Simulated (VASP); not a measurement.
Wanted: the native input for a VASP 6.6.1 run.

- Task: relaxation of cell and atoms
- Functional: PBE
- Potentials or basis: VASP PAW PBE potentials, release 64 (Ga_d, N)
- Cutoff: 600 eV
- k mesh: 13 × 13 × 13
- Occupations: fermi-dirac, width 0.02 eV
- Spin: no spin polarisation
- Dipole correction: no
- Further INCAR settings: ALGO = Normal; EDIFF = 1e-06; IBRION = 2; EDIFFG = -0.005; NSW = 60; ISIF = 3

The structure of GaN (zincblende type) lies in POSCAR:

```
GaN
1.0
    0.0000000000      2.1670925389      2.1670925389
    2.1670925389      0.0000000000      2.1670925389
    2.1670925389      2.1670925389      0.0000000000
Ga N
1 1
Direct
    0.0000000000      0.0000000000      0.0000000000
    0.2500000000      0.2500000000      0.2500000000
```

One way to write it, as run:

INCAR

```
SYSTEM = GaN
PREC     = Accurate       ! precision mode
ENCUT    = 600            ! plane-wave cutoff, eV
EDIFF    = 1E-6           ! SCF threshold, eV
ISMEAR   = -1             ! smearing method
SIGMA    = 0.02           ! smearing width, eV
LREAL    = .FALSE.        ! projectors in reciprocal space
LASPH    = .TRUE.         ! aspherical terms in the spheres
NELM     = 100            ! most SCF steps
ALGO     = Normal         ! electronic algorithm
ISIF     = 3              ! what is computed and relaxed
LWAVE    = .FALSE.        ! write WAVECAR
LCHARG   = .FALSE.        ! write CHGCAR
GGA      = PE             ! functional
IBRION   = 2              ! ionic algorithm
NSW      = 60             ! ionic steps
EDIFFG   = -0.005         ! ionic threshold
```

KPOINTS

```
regular mesh
0
G
  13 13 13
  0 0 0
```

Potentials or basis: VASP PAW PBE potentials, release 64 (Ga_d, N).

Launch:

```bash
$ cat potpaw_PBE.64/Ga_d/POTCAR potpaw_PBE.64/N/POTCAR > POTCAR
$ mpirun -np 1 vasp_std > vasp.out
```

Results of the run:

| Quantity | Value |
| --- | --- |
| Relaxed volume | 11.77 Å³/atom |
| Relaxed cell | a = 3.217 Å, b = 3.217 Å, c = 3.217 Å, α = 60.00°, β = 60.00°, γ = 60.00° |
| Space group after relaxing (to 0.1 Å) | F-43m (No. 216) |
| Energy gained by relaxing | 147.5 meV/atom |
| Ionic steps | 4 |
| Pressure after relaxing | 0.0 GPa |
| Band gap on the k mesh | 1.54 eV |

Caveat: the volume moved by over 15 % at a fixed basis, so the end points are rough.

Run time: 95 s on 1 thread of Intel Xeon 8259CL, on a shared host, peak memory 0.17 GiB.
